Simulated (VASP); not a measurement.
# As (R-3m) in VASP: a series of runs

As is run at these levels: PBEsol; tasks: single point, relaxation of cell and atoms.

All numbers are computed with VASP 6.6.1; they aren't measurements. Logs are shortened: lines on timing, memory, paths and dates and some standing lists are left out, and cuts for length are marked.

### Step 1. The cell of the first run

Symmetry: R-3m, No. 166, trigonal system. Conventional cell: a = 3.783 Å, b = 3.783 Å, c = 10.083 Å, α = 90.00°, β = 90.00°, γ = 120.00°. Within 3.3 Å of As (site symmetry 3m) lie 6 As at 2.53 to 3.02 Å.

### Step 2. Single point, PBEsol

INCAR

```
SYSTEM = As
PREC = Accurate ; ENCUT = 520
EDIFF = 1E-7 ; ISMEAR = 0
SIGMA = 0.05 ; LREAL = .FALSE.
LASPH = .TRUE. ; NELM = 60
ALGO = Normal ; ISIF = 2
LWAVE = .FALSE. ; LCHARG = .FALSE.
GGA = PS ; NBANDS = 12
```

KPOINTS

```
Automatic mesh
0
G
  12 12 12
  0 0 0
```

POSCAR

```
As
1.0
    1.8913928289      1.0919961589      3.3611651760
   -1.8913928289      1.0919961589      3.3611651760
    0.0000000000     -2.1839923178      3.3611651760
As
2
Direct
    0.2302352090      0.2302352090      0.2302352090
    0.7697647910      0.7697647910      0.7697647910
```

Potentials or basis: VASP PAW PBE potentials, release 64 (As).

On the command line:

```sh
$ cat potpaw_PBE.64/As/POTCAR > POTCAR
$ mpirun -np 1 vasp_std > vasp.out
```

OUTCAR:

```text
SYSTEM = As
   PREC = Accurate
   ENCUT = 520
   EDIFF = 1E-7
   ISMEAR = 0
   LREAL = .FALSE.
   LASPH = .TRUE.
   NELM = 60
   ISIF = 2
   GGA = PS

 ion  position               nearest neighbor table
   1  0.230  0.230  0.230-   2 2.53   2 2.53   2 2.53
   2  0.770  0.770  0.770-   1 2.53   1 2.53   1 2.53

  LATTYP: Found a trigonal (rhomboedric) cell.
 ALAT       =     4.0083979075
 COS(alpha) =     0.5547008990

  Lattice vectors:

 A1 = (   1.8913928289,   1.0919961589,   3.3611651760)
 A2 = (  -1.8913928289,   1.0919961589,   3.3611651760)
 A3 = (   0.0000000000,  -2.1839923178,   3.3611651760)

Analysis of symmetry for initial positions (statically):
=====================================================================
 Subroutine PRICEL returns:
 Original cell was already a primitive cell.

 Routine SETGRP: Setting up the symmetry group for a
 trigonal (rhombohedral) supercell.

 Subroutine GETGRP returns: Found 12 space group operations
 (whereof 12 operations were pure point group operations)
 out of a pool of 12 trial point group operations.

The static configuration has the point symmetry D_3d.

Analysis of symmetry for dynamics (positions and initial velocities):
=====================================================================
 Subroutine PRICEL returns:
 Original cell was already a primitive cell.

 Routine SETGRP: Setting up the symmetry group for a
 trigonal (rhombohedral) supercell.

 Subroutine GETGRP returns: Found 12 space group operations
 (whereof 12 operations were pure point group operations)
 out of a pool of 12 trial point group operations.

The dynamic configuration has the point symmetry D_3d.

 Subroutine INISYM returns: Found 12 space group operations
 (whereof 12 operations are pure point group operations),
 and found     1 'primitive' translations

----------------------------------------------------------------------------------------

                                     Primitive cell

  volume of cell :      41.6528

  direct lattice vectors                    reciprocal lattice vectors
     1.891392829  1.091996159  3.361165176     0.264355449  0.152625689  0.099171958
    -1.891392829  1.091996159  3.361165176    -0.264355449  0.152625689  0.099171958
     0.000000000 -2.183992318  3.361165176     0.000000000 -0.305251379  0.099171958

  length of vectors
     4.008397907  4.008397907  4.008397907     0.320957134  0.320957134  0.320957134

  position of ions in fractional coordinates (direct lattice)
     0.230235209  0.230235209  0.230235209
     0.769764791  0.769764791  0.769764791

  ion indices of the primitive-cell ions
   primitive index   ion index
                 1           1
                 2           2

----------------------------------------------------------------------------------------

 KPOINTS: Automatic mesh

Automatic generation of k-mesh.
 Grid dimensions read from file:
 generate k-points for:   12   12   12

 Generating k-lattice:

  Cartesian coordinates                     Fractional coordinates (reciprocal lattice)
     0.022029621  0.012718807  0.008264330     0.083333333  0.000000000  0.000000000
    -0.022029621  0.012718807  0.008264330     0.000000000  0.083333333  0.000000000
     0.000000000 -0.025437615  0.008264330     0.000000000  0.000000000  0.083333333

  Length of vectors
     0.026746428  0.026746428  0.026746428

  Shift w.r.t. Gamma in fractional coordinates (k-lattice)
     0.000000000  0.000000000  0.000000000

 Subroutine IBZKPT returns following result:
 ===========================================

 Found    189 irreducible k-points:

 Following reciprocal coordinates:
            Coordinates               Weight
  0.000000  0.000000  0.000000      1.000000
  0.083333  0.000000 -0.000000      6.000000
  0.166667 -0.000000 -0.000000      6.000000
  0.250000  0.000000 -0.000000      6.000000
  0.333333 -0.000000 -0.000000      6.000000
  0.416667  0.000000  0.000000      6.000000
[... 16 lines left out ...]
  0.500000  0.166667 -0.000000     12.000000
 -0.416667  0.166667 -0.000000     12.000000
 [... further k-points ...]
   k-points           NKPTS =    189   k-points in BZ     NKDIM =    189   number of bands    NBANDS=     12
   number of dos      NEDOS =    301   number of ions     NIONS =      2
   total plane-waves  NPLWV =  27000
   dimension x,y,z NGX =    30 NGY =   30 NGZ =   30
   dimension x,y,z NGXF=    60 NGYF=   60 NGZF=   60
   ions per type =               2
   NGX,Y,Z   is equivalent  to a cutoff of  12.44, 12.44, 12.44 a.u.
   NGXF,Y,Z  is equivalent  to a cutoff of  24.88, 24.88, 24.88 a.u.
 SYSTEM =  As
   PREC   = accura    normal or accurate (medium, high low for compatibility)
   ISTART =      0    job   : 0-new  1-cont  2-samecut
   ICHARG =      2    charge: 1-file 2-atom 10-const
   ISPIN  =      1    spin polarized calculation?
   LNONCOLLINEAR =      F non collinear calculations
   LSORBIT =      F    spin-orbit coupling
   LASPH  =      T    aspherical Exc in radial PAW
   ENCUT  =  520.0 eV  38.22 Ry    6.18 a.u.   7.45  7.45  7.45*2*pi/ulx,y,z
   NELM   =     60;   NELMIN=  2; NELMDL= -5     # of ELM steps
   EDIFF  = 0.1E-06   stopping-criterion for ELM
   LREAL  =      F    real-space projection
   EDIFFG = 0.1E-05   stopping-criterion for IOM
   NSW    =      0    number of steps for IOM
   IBRION =     -1    ionic relax: 0-MD 1-quasi-New 2-CG
   NFREE  =      0    steps in history (QN), initial steepest desc. (CG)
   ISIF   =      2    stress and relaxation
   ISYM   =      2    0-nonsym 1-usesym 2-fastsym
   POTIM  = 0.5000    time-step for ionic-motion
   TEBEG  =    0.0;   TEEND  =   0.0 temperature during run
   PSTRESS=    0.0 pullay stress
   NELECT =      10.0000    total number of electrons
   NUPDOWN=      -1.0000    fix difference up-down
   EMIN   =  10.00;   EMAX   =-10.00  energy-range for DOS
   EFERMI =   0.00;   METHOD = LEGACY
   ISMEAR =     0;   SIGMA  =   0.05  broadening in eV -4-tet -1-fermi 0-gaus
   EFERMI_NEDOS =   21; number of points for ismear=-14 and -15
   IALGO  =     38    algorithm
   IMIX   =      4    mixing-type and parameters
     AMIX     =   0.40;   BMIX     =  1.00
     AMIX_MAG =   1.60;   BMIX_MAG =  1.00
  volume/ion in A,a.u.               =      20.83       140.54
  Fermi-wavevector in a.u.,A,eV,Ry     =   1.017482  1.922763 14.085706  1.035270
  Thomas-Fermi vector in A             =   2.150886
   LORBIT       =      0    0 simple, 1 ext, 2 COOP (PROOUT), +10 PAW based schemes
   GGA     = PS    functional components
   LHFCALC =     F    Hartree Fock is set to
   AEXX    =    0.0000 exact exchange contribution
   IVDW    =     0    specifies the selected vdW correction
   LEPSILON=     F    determine dielectric tensor
   LRPA    =     F    only Hartree local field effects (RPA)
 non-spin polarized calculation
 Gauss-broadening in eV      SIGMA  =   0.05
  energy-cutoff  :      520.00
  volume of cell :       41.65
 maximum number of plane-waves:      1132
 NGX is ok and might be reduce to    30
   NGX = 15   NGY = 15   NGZ = 15

 number of electron      10.0000000 magnetization

 Free energy of the ion-electron system (eV)
  ---------------------------------------------------
  ext. energy  EPLUGINS =         0.00000000
  ---------------------------------------------------
  free energy    TOTEN  =       -10.21781413 eV

  energy without entropy =      -10.21769403  energy(sigma->0) =      -10.21775408

 E-fermi :   5.6506     XC(G=0): -10.2778

 val. band max:        5.5168080723   @ k =   0.4167   0.3333   0.3333
 cond. band min:       5.6544808549   @ k =   0.4167   0.0833   0.0833
 fundamental gap:      0.1376727826
 Fermi energy:         5.6506247045

 k-point     1 :       0.0000    0.0000    0.0000
  band No.  band energies     occupation
      1      -9.5170      2.00000
      2       0.1082      2.00000
      3       3.2790      2.00000
      4       3.5675      2.00000
      5       3.5675      2.00000
      6       7.7368      0.00000
      7       8.7775      0.00000
      8       8.7775      0.00000
      9      12.0890      0.00000
     10      12.0890      0.00000
     11      12.5103      0.00000
     12      14.1657      0.00000

 k-point     2 :       0.0833    0.0000   -0.0000
  band No.  band energies     occupation
      1      -9.4227      2.00000
      2      -0.2966      2.00000
      3       3.3016      2.00000
      4       3.5204      2.00000
      5       3.6603      2.00000
      6       7.8131      0.00000
      7       8.5577      0.00000
      8       8.6233      0.00000
      9      11.5870      0.00000
     10      12.0184      0.00000
     11      12.1276      0.00000
     12      14.8227      0.00000

 k-point     3 :       0.1667   -0.0000   -0.0000
  band No.  band energies     occupation
      1      -9.1409      2.00000
      2      -1.2702      2.00000
      3       3.2304      2.00000
      4       3.4034      2.00000
      5       3.9652      2.00000
      6       7.6481      0.00000
      7       8.0863      0.00000
      8       8.1657      0.00000
      9      11.2210      0.00000
     10      11.9608      0.00000
     11      12.3040      0.00000
     12      16.2632      0.00000

 k-point     4 :       0.2500    0.0000   -0.0000
  band No.  band energies     occupation
      1      -8.6762      2.00000
      2      -2.4827      2.00000
      3       3.1654      2.00000
      4       3.2672      2.00000
      5       4.2960      2.00000
      6       7.0585      0.00000
      7       7.4132      0.00000
      8       7.5671      0.00000
      9      11.7144      0.00000
     10      12.4024      0.00000
     11      13.1444      0.00000
     12      18.0205      0.00000

 k-point     5 :       0.3333   -0.0000   -0.0000
  band No.  band energies     occupation
      1      -8.0391      2.00000
      2      -3.7412      2.00000
      3       3.1542      2.00000
      4       3.1698      2.00000
      5       4.6053      2.00000
      6       6.4121      0.00000
      7       6.6665      0.00000
      8       7.0303      0.00000
      9      12.6097      0.00000
     10      13.5617      0.00000
     11      14.4055      0.00000
     12      18.3561      0.00000
[... 228 lines left out ...]
      1      -8.2298      2.00000
      2      -2.9250      2.00000
      3       1.7941      2.00000
      4       2.2999      2.00000
      5       3.8272      2.00000
      6       7.6207      0.00000
      7       8.4829      0.00000
      8       8.9414      0.00000
      9      10.4688      0.00000
     10      14.4355      0.00000
     11      15.1124      0.00000
     12      16.8705      0.00000

 k-point    22 :       0.4167    0.1667    0.0000
  band No.  band energies     occupation
      1      -7.5721      2.00000
      2      -4.0063      2.00000
      3       1.5265      2.00000
      4       2.2374      2.00000
      5       3.5344      2.00000
      6       7.8017      0.00000
      7       8.0712      0.00000
      8       8.7209      0.00000
      9      11.1415      0.00000
     10      15.4160      0.00000
     11      16.5668      0.00000
     12      17.0829      0.00000

 k-point    23 :       0.5000    0.1667   -0.0000
  band No.  band energies     occupation
      1      -6.8014      2.00000
      2      -5.0534      2.00000
      3       1.2377      2.00000
      4       2.4352      2.00000
      5       3.4914      2.00000
      6       7.3851      0.00000
      7       7.5300      0.00000
      8       8.9398      0.00000
      9      12.5054      0.00000
     10      15.4565      0.00000
     11      16.5722      0.00000
     12      17.2433      0.00000

 k-point    24 :      -0.4167    0.1667   -0.0000
  band No.  band energies     occupation
      1      -6.4496      2.00000
      2      -5.4796      2.00000
      3       1.0552      2.00000
      4       2.8257      2.00000
      5       3.6520      2.00000
      6       6.8005      0.00000
      7       7.1295      0.00000
      8       9.2550      0.00000
      9      13.6483      0.00000
     10      14.5130      0.00000
     11      15.3603      0.00000
     12      18.1804      0.00000

 [... further k-points ...]
[... 5 lines left out ...]
  --------------------------------------------------------------------------------------
  -------------------------------------------------------------------------------------
  Total        0.1180425      0.1180425      0.0863568      0.0000000      0.0000000      0.0000000
  in kB        4.5405133      4.5405133      3.3217197      0.0000000      0.0000000      0.0000000
  external PRESSURE =       4.1342488 kB  Pullay stress =       0.0000000 kB

 VOLUME and BASIS-vectors are now :
 -----------------------------------------------------------------------------
  energy-cutoff  :      520.00
  volume of cell :       41.65
      direct lattice vectors                 reciprocal lattice vectors
     1.891392829  1.091996159  3.361165176     0.264355449  0.152625689  0.099171958
    -1.891392829  1.091996159  3.361165176    -0.264355449  0.152625689  0.099171958
     0.000000000 -2.183992318  3.361165176     0.000000000 -0.305251379  0.099171958

 POSITION                                       TOTAL-FORCE (eV/Angst)
 -----------------------------------------------------------------------------------
      0.00000      0.00000      2.32158         0.000000      0.000000      0.057191
      0.00000      0.00000      7.76192         0.000000     -0.000000     -0.057191
 -----------------------------------------------------------------------------------
    total drift:                                0.000000      0.000000      0.000000

  FREE ENERGIE OF THE ION-ELECTRON SYSTEM (eV)
  ---------------------------------------------------
  free  energy   TOTEN  =       -10.2178141253 eV

  energy  without entropy=      -10.2176940300  energy(sigma->0) =      -10.21775408
```

Wall time 1.9 min (1 thread of AMD EPYC 7R13, shared host); peak memory 0.19 GiB.

What came out:

```yaml
Free_energy: -10.2178 eV
Pressure: 0.4 GPa
Largest_force: 0.057 eV/Å
Band_gap_on_the_k_mesh: zero (band 5 reaches 5.71 eV, above the bottom of band 6 at 5.37 eV)
```

Forces in eV/Å, atoms in the order of the input:
```
As   0.000  0.000  0.057
As   0.000  0.000 -0.057
```

Stress tensor (GPa, compression positive):
```
0.45 0.00 0.00
0.00 0.45 0.00
0.00 0.00 0.33
```

Levels at points of the mesh, in eV from the Fermi level:
```
           k point  band 2  band 3  band 4  band 5  band 6  band 7  band 8  band 9
(0.00, 0.00, 0.00)   -5.54   -2.37   -2.08   -2.08    2.09    3.13    3.13    6.44
(0.50, 0.00, 0.00)  -11.31   -2.59   -2.39   -0.35   -0.28    0.25    0.89    9.35
(0.50, 0.50, 0.00)   -9.54   -6.36   -4.37   -4.31    1.51    5.74    6.73    7.74
(0.50, 0.50, 0.50)  -10.38   -1.73   -1.73   -0.70    0.36    0.36    1.57    8.41
```

Caveat: the PAW data sets were made with another functional, which shifts forces and pressure a little.

### Step 3. Relaxation of cell and atoms, PBEsol

This run uses another cell than the first one, of 21.33 Å³/atom, 1.024 times its volume.

INCAR

```
ALGO = Normal ; EDIFF = 1E-6
EDIFFG = -0.01 ; ENCUT = 600
GGA = PS ; IBRION = 2
ISIF = 3 ; ISMEAR = 0
LASPH = T ; LCHARG = F
LREAL = F ; LWAVE = F
NELM = 100 ; NSW = 80
PREC = Accurate ; SIGMA = 0.05
```

KPOINTS

```
k-points
0
Gamma
  12 12 12
```

POSCAR

```
As
1.0
    1.8797500000      1.0852741685      3.4857666667
   -1.8797500000      1.0852741685      3.4857666667
    0.0000000000     -2.1705483370      3.4857666667
As
2
Direct
    0.2275400000      0.2275400000      0.2275400000
    0.7724600000      0.7724600000      0.7724600000
```

Potentials or basis: VASP PAW PBE potentials, release 64 (As).

On the command line:

```sh
$ cat potpaw_PBE.64/As/POTCAR > POTCAR
$ mpirun -np 1 vasp_std > vasp.out
```

Run time: 12 min. Hardware: 1 thread of AMD EPYC 7R13, shared host; peak memory 0.24 GiB.

The run converged. Its results:

```yaml
Free_energy: -10.2182 eV
Relaxed_volume: 20.86 Å³/atom
Relaxed_cell: a = 4.006 Å, b = 4.006 Å, c = 4.006 Å, α = 56.44°, β = 56.44°, γ = 56.44°
Space_group_after_relaxing_to_0.05_Å: R-3m (No. 166)
Energy_gained_by_relaxing: 5.9 meV/atom
Ionic_steps: 10
Pressure_after_relaxing: 0.1 GPa
Largest_force_after_relaxing: 0.004 eV/Å
Band_gap_on_the_k_mesh: zero (band 5 reaches 5.68 eV, above the bottom of band 6 at 5.34 eV)
```

Forces on the atoms (eV/Å):
```
As   0.000  0.000 -0.004
As   0.000  0.000  0.004
```

Step by step:
| step | energy change (eV) | largest force (eV/Å) | pressure (GPa) | volume (Å³) |
| --- | --- | --- | --- | --- |
| 1 | 0.0000 | 0.2433 | 0.50 | 42.67 |
| 2 | -0.0040 | 0.0094 | -0.98 | 43.08 |
| 3 | -0.0040 | 0.0299 | -0.84 | 43.04 |
| 4 | -0.0082 | 0.0074 | -0.54 | 42.57 |
| 5 | -0.0115 | 0.0277 | 0.12 | 41.75 |
| 6 | -0.0116 | 0.0302 | 0.19 | 41.67 |
| 7 | -0.0119 | 0.0204 | -0.08 | 41.76 |
| 8 | -0.0119 | 0.0220 | -0.04 | 41.75 |
| 9 | -0.0119 | 0.0054 | 0.09 | 41.71 |
| 10 | -0.0119 | 0.0042 | 0.05 | 41.72 |

Final structure:
```yaml
crystal:
  lattice:
    - [1.89445, 1.09376, 3.35608]
    - [-1.89445, 1.09376, 3.35608]
    - [0.00000, -2.18753, 3.35608]
  atoms:
    - { symbol: As, position: [0.23062, 0.23062, 0.23062] }
    - { symbol: As, position: [0.76938, 0.76938, 0.76938] }
```

Levels at points of the mesh, in eV from the Fermi level:
```tsv
k point	band 1	band 2	band 3	band 4	band 5	band 6	band 7	band 8	band 9
(0.00, 0.00, 0.00)	-15.14	-5.55	-2.35	-2.07	-2.07	2.13	3.14	3.14	6.41
(0.50, 0.00, 0.00)	-12.28	-11.30	-2.55	-2.35	-0.34	-0.28	0.24	0.86	9.37
(0.50, 0.50, 0.00)	-12.24	-9.51	-6.37	-4.37	-4.30	1.55	5.73	6.69	7.73
(0.50, 0.50, 0.50)	-13.41	-10.40	-1.71	-1.71	-0.70	0.33	0.33	1.53	8.44
```

Caveat: the PAW data sets were made with another functional, which shifts forces and pressure a little.
